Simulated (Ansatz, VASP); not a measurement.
One calculation of KBr, two programs

```
K Br
1.0
     3.19922    3.19922    0.00000
    -3.43686    3.43686    0.00000
     0.00000    0.00000    6.72468
K Br
2 2
Cartesian
  0.0000 0.0000 0.0000
  -0.1188 3.3180 3.3623
  -0.1188 3.3180 0.0000
  0.0000 0.0000 3.3623
```

Alike in both runs: task single point; functional PBE; k mesh 6 × 6 × 4; occupations gaussian, width 0.02 eV; no spin polarisation.

|  | VASP | Ansatz |
| --- | --- | --- |
| version | VASP 6.6.1 | Ansatz 0.2.0 |
| potentials or method | VASP PAW PBE potentials, release 64 (K_sv, Br), cutoff 520 eV | scalar-relativistic, plane waves, PAW |
| valence electrons in the cell | 32 | 32 |

VASP gave:

```
gap on the k mesh at the Fermi level (eV)                     : 4.25
least direct gap on the mesh (eV)                             : 4.25
pressure (GPa)                                                : 0.3
traceless stress, the component that is largest in VASP (GPa) : 0.38
```

Question: What did Ansatz give for the same quantities?

Answer: gap on the k mesh at the Fermi level (eV): 4.26; least direct gap on the mesh (eV): 4.26; pressure (GPa): 0.3; traceless stress, the component that is largest in VASP (GPa): 0.38.

The functional is the same, so the differences come from potentials, cutoffs and numerics.
